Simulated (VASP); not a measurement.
# Tl2PbCl4 (P1) in VASP: single point with PBEsol

Aim: the single point of Tl2PbCl4 with PBEsol.

Everything below comes from runs of VASP 6.6.1. Logs are shortened: lines on timing, memory, paths and dates and some standing lists are left out, and cuts for length are marked.

## (1) The cell of the first run

The typed cell holds 7 atoms: a = 7.600 Å, b = 7.600 Å, c = 3.721 Å, α = 90.03°, β = 89.99°, γ = 90.02°.

## (2) Single point, PBEsol

INCAR

```
PREC = Accurate
ENCUT = 520
EDIFF = 1E-7
ISMEAR = -1
SIGMA = 0.05
LREAL = F
LASPH = T
NELM = 100
ALGO = Normal
ISIF = 2
LWAVE = F
LCHARG = F
GGA = PS
NBANDS = 43
```

KPOINTS

```
regular mesh
0
Gamma
  2 2 6
```

POSCAR

```
Tl2PbCl4
1.0
    7.5998112627     -0.0010902854      0.0008083095
   -0.0010957401      7.6001435845     -0.0016093373
    0.0002791840     -0.0008456358      3.7207654626
Tl Pb Cl
2 1 4
Direct
   -0.0006161563      0.5010362605      0.0151061700
    0.4991816491      0.0004982795      0.0152730044
   -0.0007491876      0.0010686227     -0.0996433284
    0.2241672989      0.7759761624      0.4973603317
    0.7746734864      0.7760184317      0.4966129972
    0.2240479595      0.2254269986      0.4963576119
    0.7746123221      0.2255435336      0.4967951522
```

Potentials or basis: VASP PAW PBE potentials, release 64 (Tl_d, Pb_d, Cl).

Started as:

```console
$ cat potpaw_PBE.64/Tl_d/POTCAR potpaw_PBE.64/Pb_d/POTCAR potpaw_PBE.64/Cl/POTCAR > POTCAR
$ mpirun -np 1 vasp_std > vasp.out
```

OUTCAR:

```text
PREC = Accurate
   ENCUT = 520
   EDIFF = 1E-7
   ISMEAR = -1
   LREAL = F
   LASPH = T
   NELM = 100
   ISIF = 2
   GGA = PS

 ion  position               nearest neighbor table
   1  0.999  0.501  0.015-   5 3.24   4 3.24   7 3.24   6 3.24   4 3.32   5 3.32   7 3.32   6 3.32
                             3 3.82   3 3.82
   2  0.499  0.000  0.015-   6 3.24   4 3.24   5 3.24   7 3.24   4 3.32   5 3.32   7 3.32   6 3.32
                             3 3.82   3 3.82
   3  0.999  0.001  0.900-   7 2.84   6 2.84   5 2.84   4 2.85   6 3.28   7 3.28   5 3.28   4 3.28
                             2 3.82   1 3.82   2 3.82   1 3.82
   4  0.224  0.776  0.497-   3 2.85   2 3.24   1 3.24   3 3.28   2 3.32   1 3.32
   5  0.775  0.776  0.497-   3 2.84   1 3.24   2 3.24   3 3.28   1 3.32   2 3.32
   6  0.224  0.225  0.496-   3 2.84   2 3.24   1 3.24   3 3.28   1 3.32   2 3.32
   7  0.775  0.226  0.497-   3 2.84   2 3.24   1 3.24   3 3.28   1 3.32   2 3.32

  LATTYP: Found a base centered monoclinic cell.
 ALAT       =    33.0928811936
 B/A-ratio  =     0.3247358658
 C/A-ratio  =     0.6592674720
 COS(beta)  =    -0.9984643720

  Lattice vectors:

 A1 = (  15.2004390815,  -7.6014785195,  -3.7175395063)
 A2 = (   7.6017235589, -15.2005318186,  -3.7167384785)
 A3 = ( -15.2015348216,  15.2016221040,   3.7159301690)

Analysis of symmetry for initial positions (statically):
=====================================================================
 Subroutine PRICEL returns:
 Original cell was already a primitive cell.

 Routine SETGRP: Setting up the symmetry group for a
 base centered monoclinic supercell.

 Subroutine GETGRP returns: Found  1 space group operations
 (whereof  1 operations were pure point group operations)
 out of a pool of  4 trial point group operations.

The static configuration has the point symmetry C_1 .

Analysis of symmetry for dynamics (positions and initial velocities):
=====================================================================
 Subroutine PRICEL returns:
 Original cell was already a primitive cell.

 Routine SETGRP: Setting up the symmetry group for a
 base centered monoclinic supercell.

 Subroutine GETGRP returns: Found  1 space group operations
 (whereof  1 operations were pure point group operations)
 out of a pool of  4 trial point group operations.

The dynamic configuration has the point symmetry C_1 .

 Subroutine INISYM returns: Found  1 space group operations
 (whereof  1 operations are pure point group operations),
 and found     1 'primitive' translations

----------------------------------------------------------------------------------------

                                     Primitive cell

  volume of cell :     214.9101

  direct lattice vectors                    reciprocal lattice vectors
     7.599811263 -0.001090285  0.000808309     0.131582219  0.000018969 -0.000009869
    -0.001095740  7.600143584 -0.001609337     0.000018873  0.131576471  0.000029903
     0.000279184 -0.000845636  3.720765463    -0.000028577  0.000056906  0.268761916

  length of vectors
     7.599811384  7.600143834  3.720765569     0.131582221  0.131576475  0.268761924

  position of ions in fractional coordinates (direct lattice)
     0.999383844  0.501036261  0.015106170
     0.499181649  0.000498280  0.015273004
     0.999250812  0.001068623  0.900356672
     0.224167299  0.775976162  0.497360332
     0.774673486  0.776018432  0.496612997
     0.224047959  0.225426999  0.496357612
     0.774612322  0.225543534  0.496795152

  ion indices of the primitive-cell ions
   primitive index   ion index
                 1           1
                 2           2
                 3           3
                 4           4
                 5           5
                 6           6
                 7           7

----------------------------------------------------------------------------------------

 KPOINTS: regular mesh

Automatic generation of k-mesh.
 Grid dimensions read from file:
 generate k-points for:    2    2    6

 Generating k-lattice:

  Cartesian coordinates                     Fractional coordinates (reciprocal lattice)
     0.065791109  0.000009484 -0.000004934     0.500000000 -0.000000000  0.000000000
     0.000009437  0.065788235  0.000014951    -0.000000000  0.500000000  0.000000000
    -0.000004763  0.000009484  0.044793653     0.000000000  0.000000000  0.166666667

  Length of vectors
     0.065791110  0.065788238  0.044793654

  Shift w.r.t. Gamma in fractional coordinates (k-lattice)
     0.000000000  0.000000000  0.000000000

 Subroutine IBZKPT returns following result:
 ===========================================

 Found     16 irreducible k-points:

 Following reciprocal coordinates:
            Coordinates               Weight
  0.000000  0.000000  0.000000      1.000000
  0.500000  0.000000 -0.000000      1.000000
 -0.000000  0.500000 -0.000000      1.000000
  0.500000  0.500000  0.000000      1.000000
  0.000000  0.000000  0.166667      2.000000
  0.500000 -0.000000  0.166667      2.000000
[... 8 lines left out ...]
  0.000000  0.500000  0.500000      1.000000
  0.500000  0.500000  0.500000      1.000000
   k-points           NKPTS =     16   k-points in BZ     NKDIM =     16   number of bands    NBANDS=     43
   number of dos      NEDOS =    301   number of ions     NIONS =      7
   total plane-waves  NPLWV = 100800
   dimension x,y,z NGX =    60 NGY =   60 NGZ =   28
   dimension x,y,z NGXF=   120 NGYF=  120 NGZF=   56
   ions per type =               2   1   4
   NGX,Y,Z   is equivalent  to a cutoff of  13.13, 13.12, 12.51 a.u.
   NGXF,Y,Z  is equivalent  to a cutoff of  26.25, 26.25, 25.02 a.u.
 SYSTEM =  unknown system
   PREC   = accura    normal or accurate (medium, high low for compatibility)
   ISTART =      0    job   : 0-new  1-cont  2-samecut
   ICHARG =      2    charge: 1-file 2-atom 10-const
   ISPIN  =      1    spin polarized calculation?
   LNONCOLLINEAR =      F non collinear calculations
   LSORBIT =      F    spin-orbit coupling
   LASPH  =      T    aspherical Exc in radial PAW
   ENCUT  =  520.0 eV  38.22 Ry    6.18 a.u.  14.13 14.13  6.92*2*pi/ulx,y,z
   NELM   =    100;   NELMIN=  2; NELMDL= -5     # of ELM steps
   EDIFF  = 0.1E-06   stopping-criterion for ELM
   LREAL  =      F    real-space projection
   EDIFFG = 0.1E-05   stopping-criterion for IOM
   NSW    =      0    number of steps for IOM
   IBRION =     -1    ionic relax: 0-MD 1-quasi-New 2-CG
   NFREE  =      0    steps in history (QN), initial steepest desc. (CG)
   ISIF   =      2    stress and relaxation
   ISYM   =      2    0-nonsym 1-usesym 2-fastsym
   POTIM  = 0.5000    time-step for ionic-motion
   TEBEG  =    0.0;   TEEND  =   0.0 temperature during run
   PSTRESS=    0.0 pullay stress
   NELECT =      68.0000    total number of electrons
   NUPDOWN=      -1.0000    fix difference up-down
   EMIN   =  10.00;   EMAX   =-10.00  energy-range for DOS
   EFERMI =   0.00;   METHOD = LEGACY
   ISMEAR =    -1;   SIGMA  =   0.05  broadening in eV -4-tet -1-fermi 0-gaus
   EFERMI_NEDOS =   21; number of points for ismear=-14 and -15
   IALGO  =     38    algorithm
   IMIX   =      4    mixing-type and parameters
     AMIX     =   0.40;   BMIX     =  1.00
     AMIX_MAG =   1.60;   BMIX_MAG =  1.00
  volume/ion in A,a.u.               =      30.70       207.18
  Fermi-wavevector in a.u.,A,eV,Ry     =   1.115558  2.108099 16.932039  1.244470
  Thomas-Fermi vector in A             =   2.252164
   LORBIT       =      0    0 simple, 1 ext, 2 COOP (PROOUT), +10 PAW based schemes
   GGA     = PS    functional components
   LHFCALC =     F    Hartree Fock is set to
   AEXX    =    0.0000 exact exchange contribution
   IVDW    =     0    specifies the selected vdW correction
   LEPSILON=     F    determine dielectric tensor
   LRPA    =     F    only Hartree local field effects (RPA)
 non-spin polarized calculation
  energy-cutoff  :      520.00
  volume of cell :      214.91
 maximum number of plane-waves:      5832
 NGX is ok and might be reduce to    60
   NGX = 29   NGY = 29   NGZ = 13

 number of electron      68.0000013 magnetization

 Free energy of the ion-electron system (eV)
  ---------------------------------------------------
  ext. energy  EPLUGINS =         0.00000000
  ---------------------------------------------------
  free energy    TOTEN  =       -23.95748183 eV

  energy without entropy =      -23.95748183  energy(sigma->0) =      -23.95748183

 E-fermi :   2.6765     XC(G=0):  -8.5168

 val. band max:        1.5723713929   @ k =   0.0000   0.0000   0.0000
 cond. band min:       3.7839331023   @ k =   0.0000   0.0000   0.5000
 fundamental gap:      2.2115617094
 Fermi energy:         2.6765307994

 k-point     1 :       0.0000    0.0000    0.0000
  band No.  band energies     occupation
      1     -14.3267      2.00000
      2     -14.2995      2.00000
      3     -14.2349      2.00000
      4     -14.2274      2.00000
      5     -14.2274      2.00000
      6     -12.5148      2.00000
[... 35 lines left out ...]
     42       8.5118      0.00000
     43       8.6361      0.00000

 k-point     2 :       0.5000    0.0000   -0.0000
  band No.  band energies     occupation
      1     -14.3266      2.00000
      2     -14.2997      2.00000
      3     -14.2344      2.00000
      4     -14.2276      2.00000
      5     -14.2273      2.00000
      6     -12.4649      2.00000
[... 35 lines left out ...]
     42       9.0516      0.00000
     43       9.2917      0.00000

 k-point     3 :      -0.0000    0.5000   -0.0000
  band No.  band energies     occupation
      1     -14.3266      2.00000
      2     -14.2997      2.00000
      3     -14.2344      2.00000
      4     -14.2276      2.00000
      5     -14.2273      2.00000
      6     -12.4649      2.00000
[... 551 lines left out ...]
      6     -12.1159      2.00000
[... 35 lines left out ...]
     42       7.4948      0.00000
     43       8.0400      0.00000

 k-point    16 :       0.5000    0.5000    0.5000
  band No.  band energies     occupation
      1     -14.3331      2.00000
      2     -14.3326      2.00000
      3     -14.2527      2.00000
      4     -14.2272      2.00000
      5     -14.1817      2.00000
      6     -12.1029      2.00000
[... 35 lines left out ...]
     42       7.0405      0.00000
     43       8.1795      0.00000

------------------------ aborting loop because EDIFF is reached ----------------------------------------

  FORCE on cell =-STRESS in cart. coord.  units (eV):
  Direction    XX          YY          ZZ          XY          YZ          ZX
  --------------------------------------------------------------------------------------
  -------------------------------------------------------------------------------------
  Total       -0.0800196     -0.0825404     -0.0911766      0.0016713      0.0015722     -0.0014093
  in kB       -0.5965547     -0.6153475     -0.6797310      0.0124596      0.0117207     -0.0105066
  external PRESSURE =      -0.6305444 kB  Pullay stress =       0.0000000 kB

 VOLUME and BASIS-vectors are now :
 -----------------------------------------------------------------------------
  energy-cutoff  :      520.00
  volume of cell :      214.91
      direct lattice vectors                 reciprocal lattice vectors
     7.599811263 -0.001090285  0.000808309     0.131582219  0.000018969 -0.000009869
    -0.001095740  7.600143584 -0.001609337     0.000018873  0.131576471  0.000029903
     0.000279184 -0.000845636  3.720765463    -0.000028577  0.000056906  0.268761916

 POSITION                                       TOTAL-FORCE (eV/Angst)
 -----------------------------------------------------------------------------------
      7.59458      3.80685      0.05621         0.000184     -0.000001      0.000507
      3.79369      0.00323      0.05723         0.001051     -0.000134      0.000395
      7.59437      0.00627      3.35082        -0.000778     -0.000735      0.001303
      1.70292      5.89687      1.84949         0.000876     -0.001013     -0.000685
      5.88666      5.89659      1.84716        -0.001653     -0.000475     -0.000531
      1.70261      1.71261      1.84665         0.001707      0.001911     -0.000624
      5.88680      1.71290      1.84872        -0.001386      0.000446     -0.000365
 -----------------------------------------------------------------------------------
    total drift:                                0.000379     -0.000383     -0.000214

  FREE ENERGIE OF THE ION-ELECTRON SYSTEM (eV)
  ---------------------------------------------------
  free  energy   TOTEN  =       -23.9574818281 eV

  energy  without entropy=      -23.9574818281  energy(sigma->0) =      -23.95748183
```

It took 4.6 min on 1 thread of AMD EPYC 7R13, shared host; peak memory 0.35 GiB.

What came out:

```yaml
Free_energy: -23.9575 eV
Pressure: -0.1 GPa
Band_gap_on_the_k_mesh: 2.21 eV (least direct gap 2.22 eV)
```

Forces in eV/Å, atoms in the order of the input:
```
Tl   0.000  0.000  0.001
Tl   0.001  0.000  0.000
Pb  -0.001 -0.001  0.001
Cl   0.001 -0.001 -0.001
Cl  -0.002  0.000 -0.001
Cl   0.002  0.002 -0.001
Cl  -0.001  0.000  0.000
```

Caveat: the PAW data sets were made with another functional, which shifts forces and pressure a little; spin-orbit coupling is left out, which moves the levels of the heavy elements. A k mesh can miss the band edges.
